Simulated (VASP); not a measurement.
# Re (I4/mmm) in VASP: notebook, part 2 of 2

VASP 6.6.1.

### 3 Single point, LDA

This run uses another cell than the first one, of the same volume but with other edges.

INCAR reads:

```
ALGO     = Normal         # electronic algorithm
EDIFF    = 1E-7           # SCF threshold, eV
ENCUT    = 520            # plane-wave cutoff, eV
ISIF     = 2              # what is computed and relaxed
ISMEAR   = 0              # smearing method
LASPH    = T              # aspherical terms in the spheres
LCHARG   = F              # write CHGCAR
LREAL    = F              # projectors in reciprocal space
LWAVE    = F              # write WAVECAR
NBANDS   = 10             # bands
NELM     = 100            # most SCF steps
PREC     = Accurate       # precision mode
SIGMA    = 0.15           # smearing width, eV
```

KPOINTS reads:

```
k-points
0
Gamma
  22 22 22
```

POSCAR reads:

```
Re
1.0
    0.0000000000      2.0849427042      1.7722012985
    2.0849427042      0.0000000000      1.7722012985
    2.0849427042      2.0849427042      0.0000000000
Re
1
Direct
    0.0000000000      0.0000000000      0.0000000000
```

Potentials or basis: VASP PAW LDA potentials, release 64 (Re).

Launch:

```
cat potpaw_LDA.64/Re/POTCAR > POTCAR
mpirun -np 1 vasp_std > vasp.out
```

OUTCAR:

```text
EDIFF = 1E-7
   ENCUT = 520
   ISIF = 2
   ISMEAR = 0
   LASPH = T
   LREAL = F
   NELM = 100
   PREC = Accurate

 ion  position               nearest neighbor table
   1  0.000  0.000  0.000-

  LATTYP: Found a body centered tetragonal cell.
 ALAT       =     2.9485542491
 C/A-ratio  =     1.2020815280

  Lattice vectors:

 A1 = (   0.0000000000,  -2.0849427042,  -1.7722012985)
 A2 = (   0.0000000000,   2.0849427042,  -1.7722012985)
 A3 = (   2.0849427042,   0.0000000000,   1.7722012985)

Analysis of symmetry for initial positions (statically):
=====================================================================
 Subroutine PRICEL returns:
 Original cell was already a primitive cell.

 Routine SETGRP: Setting up the symmetry group for a
 body centered tetragonal supercell.

 Subroutine GETGRP returns: Found 16 space group operations
 (whereof 16 operations were pure point group operations)
 out of a pool of 16 trial point group operations.

The static configuration has the point symmetry D_4h.

Analysis of symmetry for dynamics (positions and initial velocities):
[... 158 lines left out ...]

 val. band max:        7.6796274663   @ k =   0.5000   0.0455   0.0000
 cond. band min:       7.6860682414   @ k =  -0.1364   0.2727   0.1364
 fundamental gap:      0.0064407751
 Fermi energy:         7.6854746978

 k-point     1 :       0.0000    0.0000    0.0000
  band No.  band energies     occupation
      1      -2.1966      2.00000
      2       5.2793      2.00000
      3       5.2793      2.00000
      4       7.1906      2.00000
      5       7.2540      1.99995
      6       9.5542      0.00000
      7      21.9463      0.00000
      8      25.1587      0.00000
      9      25.1587      0.00000
     10      31.0156      0.00000
[... 287 lines left out ...]
 k-point    24 :      -0.4545    0.0455    0.0000
  band No.  band energies     occupation
      1       1.1077      2.00000
      2       4.5274      2.00000
      3       6.5266      2.00000
      4       7.7434      0.58474
      5      10.5383      0.00000
      6      11.5893      0.00000
      7      17.2735      0.00000
      8      20.9790      0.00000
      9      26.3064      0.00000
     10      28.8707      0.00000

 [... further k-points ...]
[... 5 lines left out ...]
  --------------------------------------------------------------------------------------
  -------------------------------------------------------------------------------------
  Total       -2.6510074     -2.6510074     -0.7900728      0.0000000      0.0000000      0.0000000
  in kB     -275.6704540   -275.6704540    -82.1573441      0.0000000      0.0000000      0.0000000
  external PRESSURE =    -211.1660841 kB  Pullay stress =       0.0000000 kB

 VOLUME and BASIS-vectors are now :
 -----------------------------------------------------------------------------
  energy-cutoff  :      520.00
  volume of cell :       15.41
      direct lattice vectors                 reciprocal lattice vectors
     0.000000000  2.084942704  1.772201298    -0.239814744  0.239814744  0.282134992
     2.084942704  0.000000000  1.772201298     0.239814744 -0.239814744  0.282134992
     2.084942704  2.084942704  0.000000000     0.239814744  0.239814744 -0.282134992

 POSITION                                       TOTAL-FORCE (eV/Angst)
 -----------------------------------------------------------------------------------
      0.00000      0.00000      0.00000         0.000000      0.000000     -0.000000
 -----------------------------------------------------------------------------------
    total drift:                                0.000000      0.000000      0.000000

  FREE ENERGIE OF THE ION-ELECTRON SYSTEM (eV)
  ---------------------------------------------------
  free  energy   TOTEN  =       -13.4761538212 eV

  energy  without entropy=      -13.4640101278  energy(sigma->0) =      -13.47008197
```

Wall time 89 s (1 thread of Intel Xeon Platinum 8259CL at 2.50GHz (Skylake/Cascade Lake), shared host); peak memory 0.24 GiB.

What came out:

- Free energy: -13.4762 eV
- Pressure: -21.1 GPa

Stress tensor (GPa, compression positive):
```
-27.57   0.00   0.00
  0.00 -27.57   0.00
  0.00   0.00  -8.22
```

Caveat: spin-orbit coupling is left out, which moves the levels of the heavy elements.

### 4 Single point, LDA

This run uses another cell than the first one, of the same volume but with other edges.

INCAR reads:

```
  PREC = Accurate
  ENCUT = 520
  EDIFF = 1E-6
  ISMEAR = 0
  SIGMA = 0.15
  LREAL = F
  LASPH = T
  NELM = 100
  ALGO = Normal
  ISIF = 2
  LWAVE = F
  LCHARG = F
  NBANDS = 10
```

KPOINTS reads:

```
regular mesh
0
Gamma
  22 22 22
```

POSCAR reads:

```
Re
1.0
    0.0000000000      1.8585461570      2.2302553884
    1.8585461570      0.0000000000      2.2302553884
    1.8585461570      1.8585461570      0.0000000000
Re
1
Direct
    0.0000000000      0.0000000000      0.0000000000
```

Launch:

```
cat potpaw_LDA.64/Re/POTCAR > POTCAR
mpirun -np 1 vasp_std > vasp.out
```

Wall time 85 s (1 thread of Intel Xeon Platinum 8259CL at 2.50GHz (Skylake/Cascade Lake), shared host); peak memory 0.24 GiB.

Results (log left out):

| Quantity | Value |
| --- | --- |
| Free energy | -13.3586 eV |
| Pressure | -17.9 GPa |

Stress tensor (GPa, compression positive):
```
 -3.57   0.00   0.00
  0.00  -3.57   0.00
  0.00   0.00 -46.63
```

Levels at points of the mesh, in eV from the Fermi level:
```csv
k point,band 1,band 2,band 3,band 4,band 5,band 6,band 7
"(0.00, 0.00, 0.00)",-9.88,-3.56,-1.10,-0.83,-0.83,2.68,14.31
"(0.50, 0.00, 0.00)",-6.64,-3.31,-0.84,0.22,2.85,3.69,9.63
"(0.50, 0.50, 0.00)",-6.76,-5.67,0.38,3.76,3.85,3.85,9.16
"(0.50, 0.00, 0.50)",-6.57,-5.58,2.40,2.64,3.91,5.66,10.03
```

Caveat: spin-orbit coupling is left out, which moves the levels of the heavy elements.

### 5 Single point, LDA

This run uses another cell than the first one, of the same volume but with other edges.

INCAR reads:

```
PREC = Accurate ; ENCUT = 520
EDIFF = 1E-6 ; ISMEAR = 0
SIGMA = 0.15 ; LREAL = F
LASPH = T ; NELM = 60
ALGO = Normal ; ISIF = 2
LWAVE = F ; LCHARG = T
LELF = T ; LVHAR = T
NBANDS = 10
```

KPOINTS is that of step 4.

POSCAR reads:

```
Re
1.0
    0.0000000000      2.1455348132      1.6735171543
    2.1455348132      0.0000000000      1.6735171543
    2.1455348132      2.1455348132      0.0000000000
Re
1
Direct
    0.0000000000      0.0000000000      0.0000000000
```

Launch:

```
cat potpaw_LDA.64/Re/POTCAR > POTCAR
mpirun -np 1 vasp_std > vasp.out
```

Wall time 88 s (1 thread of Intel Xeon Platinum 8259CL at 2.50GHz (Skylake/Cascade Lake), shared host); peak memory 0.24 GiB.

The run converged. Its results:

| Item | Value |
| --- | --- |
| Free energy | -13.3878 eV |
| Pressure | -20.5 GPa |

Stress tensor (GPa, compression positive):
```
-23.70   0.00   0.00
  0.00 -23.70   0.00
  0.00   0.00 -14.04
```

Levels at points of the mesh, in eV from the Fermi level:
| k point | band 1 | band 2 | band 3 | band 4 | band 5 | band 6 |
| --- | --- | --- | --- | --- | --- | --- |
| (0.00, 0.00, 0.00) | -10.15 | -2.65 | -2.65 | -1.53 | 0.08 | 1.45 |
| (0.50, 0.00, 0.00) | -6.93 | -4.03 | -0.18 | 0.04 | 1.84 | 4.20 |
| (0.50, 0.50, 0.00) | -6.65 | -6.36 | 3.30 | 3.67 | 3.67 | 6.17 |
| (0.50, 0.00, 0.50) | -6.92 | -5.21 | 0.79 | 1.75 | 2.18 | 4.53 |

Caveat: spin-orbit coupling is left out, which moves the levels of the heavy elements.

### 6 Single point, LDA

This run uses another cell than the first one, of the same volume but with other edges.

INCAR reads:

```
PREC = Accurate
ENCUT = 520
EDIFF = 1E-7
ISMEAR = 0
SIGMA = 0.15
LREAL = False
LASPH = True
NELM = 100
ALGO = Normal
ISIF = 2
LWAVE = False
LCHARG = False
GGA = CA
NBANDS = 10
```

KPOINTS reads:

```
Automatic mesh
0
Gamma
  22 22 22
```

POSCAR reads:

```
Re
1.0
    0.0000000000      1.8096141460      2.3524983898
    1.8096141460      0.0000000000      2.3524983898
    1.8096141460      1.8096141460      0.0000000000
Re
1
Direct
    0.0000000000      0.0000000000      0.0000000000
```

Potentials or basis: VASP PAW LDA potentials, release 64 (Re).

Launch:

```
cat potpaw_LDA.64/Re/POTCAR > POTCAR
mpirun -np 1 vasp_std > vasp.out
```

It took 84 s on 1 thread of Intel Xeon Platinum 8259CL at 2.50GHz (Skylake/Cascade Lake), shared host; peak memory 0.24 GiB.

Results (log left out):

* Free energy: -13.0990 eV
* Pressure: -11.6 GPa

Stress tensor (GPa, compression positive):
```
  7.58   0.00   0.00
  0.00   7.58   0.00
  0.00   0.00 -50.06
```

Levels at points of the mesh, in eV from the Fermi level:
```csv
k point,band 1,band 2,band 3,band 4,band 5,band 6
"(0.00, 0.00, 0.00)",-10.07,-4.41,-2.31,-0.42,-0.42,3.20
"(0.50, 0.00, 0.00)",-6.80,-3.95,-0.56,0.12,2.61,3.21
"(0.50, 0.50, 0.00)",-7.11,-5.94,-0.63,3.50,3.50,3.92
"(0.50, 0.00, 0.50)",-6.87,-5.60,1.28,1.97,4.35,6.28
```

Caveat: spin-orbit coupling is left out, which moves the levels of the heavy elements.

### 7 Single point, LDA

This run uses another cell than the first one, of the same volume but with other edges.

INCAR reads:

```
ALGO = Fast
EDIFF = 1E-7
ENCUT = 520
GGA = CA
ISIF = 2
ISMEAR = 0
LASPH = T
LCHARG = F
LREAL = F
LWAVE = F
NBANDS = 10
NELM = 60
PREC = Accurate
SIGMA = 0.15
```

KPOINTS reads:

```
k-points
0
Gamma
  22 22 22
```

POSCAR reads:

```
Re
1.0
    0.0000000000      2.0306628523      1.8682098241
    2.0306628523      0.0000000000      1.8682098241
    2.0306628523      2.0306628523      0.0000000000
Re
1
Direct
    0.0000000000      0.0000000000      0.0000000000
```

Launch:

```
cat potpaw_LDA.64/Re/POTCAR > POTCAR
mpirun -np 1 vasp_std > vasp.out
```

Wall time 2 min (1 thread of Intel Xeon Platinum 8259CL at 2.50GHz (Skylake/Cascade Lake), shared host); peak memory 0.25 GiB.

Results (log left out):

```
Free energy : -13.5733 eV
Pressure    : -22.4 GPa
```

Stress tensor (GPa, compression positive):
```
-28.20   0.00   0.00
  0.00 -28.20   0.00
  0.00   0.00 -10.72
```

Levels at points of the mesh, in eV from the Fermi level:
```tsv
k point	band 2	band 3	band 4	band 5	band 6	band 7
(0.00, 0.00, 0.00)	-2.15	-2.15	-1.07	0.34	1.74	14.02
(0.50, 0.00, 0.00)	-2.63	-1.38	0.26	3.11	3.88	9.36
(0.50, 0.50, 0.00)	-5.74	3.43	3.88	4.23	4.23	11.02
(0.50, 0.00, 0.50)	-5.51	2.15	3.31	3.61	4.68	11.57
```

Caveat: spin-orbit coupling is left out, which moves the levels of the heavy elements.

### 8 Summary

```csv
cell,gap on the mesh (eV),pressure (GPa)
"a = 3.047, b = 3.047, c = 2.488 Å, angles 65.9, 65.9, 48.2°, 1 atom",none,-1.9
"a = 2.736, b = 2.736, c = 2.949 Å, angles 57.4, 57.4, 65.2°, 1 atom",none,-21.1
"a = 2.903, b = 2.903, c = 2.628 Å, angles 63.1, 63.1, 53.8°, 1 atom",none,-17.9
"a = 2.721, b = 2.721, c = 3.034 Å, angles 56.1, 56.1, 67.8°, 1 atom",none,-20.5
"a = 2.968, b = 2.968, c = 2.559 Å, angles 64.5, 64.5, 51.1°, 1 atom",none,-11.6
"a = 2.759, b = 2.759, c = 2.872 Å, angles 58.6, 58.6, 62.7°, 1 atom",none,-22.4
```

Alike in all rows: task single point; level LDA; potentials or basis VASP PAW LDA potentials, release 64 (Re); no spin polarisation; k mesh 22 × 22 × 22; cutoff (eV) 520; smearing gaussian 0.15 eV.

Caveats: spin-orbit coupling is left out, which moves the levels of the heavy elements.

Total energies depend on the potentials used, so only differences within one code and one set of settings carry meaning.
